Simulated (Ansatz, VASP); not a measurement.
**GaP in VASP and in Ansatz**

```
CELL_PARAMETERS angstrom
0.00000 2.57736 2.57736
2.57736 0.00000 2.57736
2.57736 2.57736 0.00000
ATOMIC_POSITIONS crystal
Ga 0.00000 0.00000 0.00000
P 0.50000 0.50000 0.50000
```

Change from the starting cell: species swapped into the ErAs type (Fm-3m, No. 225).

Alike in both runs: functional PBE; k mesh 6 × 6 × 6; occupations gaussian, width 0.2 eV; no spin polarisation.

Ansatz relaxed the structure, and its values are those at the end. VASP's run is a single point on that final structure, the one shown.

|  | VASP | Ansatz |
| --- | --- | --- |
| version | VASP 6.6.1 | Ansatz 0.2.0 |
| potentials or method | VASP PAW PBE potentials, release 64 (Ga_d, P), cutoff 500 eV | scalar-relativistic, plane waves, PAW |
| valence electrons in the cell | 18 | 18 |

```csv
,VASP,Ansatz,Ansatz less VASP
gap on the k mesh at the Fermi level (eV),none,none,-
pressure (GPa),0.3,0.3,-0.03
```

A gap of «none» marks a metal or a gap that the smearing closes.
